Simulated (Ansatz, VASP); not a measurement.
Two plane-wave programs on TiGeSe4

```
Ti Ge Se
1.0
     0.00000    4.01905    4.01905
     4.01905    0.00000    4.01905
     4.01905    4.01905    0.00000
Ti Ge Se
1 1 4
Direct
  0.00000 0.00000 0.00000
  0.75000 0.75000 0.75000
  0.37446 0.87662 0.37446
  0.37446 0.37446 0.37446
  0.87662 0.37446 0.37446
  0.37446 0.37446 0.87662
```

Change from the starting cell: species swapped into the CeYMg4 type (F-43m, No. 216).

Alike in both runs: functional PBE; k mesh 4 × 4 × 4; occupations gaussian, width 0.1 eV; collinear spin.

Ansatz relaxed the structure, and its values are those at the end. VASP's run is a single point on that final structure, the one shown.

|  | VASP | Ansatz |
| --- | --- | --- |
| version | VASP 6.6.1 | Ansatz 0.2.0 |
| potentials or method | VASP PAW PBE potentials, release 64 (Ti_sv, Ge_d, Se), cutoff 520 eV | scalar-relativistic, plane waves, PAW |
| valence electrons in the cell | 50 | 90 |

|  | VASP | Ansatz | Ansatz less VASP |
| --- | --- | --- | --- |
| gap on the k mesh at the Fermi level (eV) | none | none | - |
| pressure (GPa) | -0.9 | 0.0 | +0.93 |
| rms of the force components (eV/Å) | 0.012 | 0.001 | -0.0112 |
| net moment per atom (μB) | 0.00 | 0.29 | +0.294 |
| size of the moment on the site where the two differ most (μB) | 0.00 | 1.56 | +1.555 |

The net moments are unlike, so the other rows may belong to different states. Site moments also hang on the region over which each program counts them. A gap of «none» marks a metal or a gap that the smearing closes. VASP's potentials hold 50 valence electrons a cell and Ansatz's 90, so a difference there can come from the potentials and not from the codes.
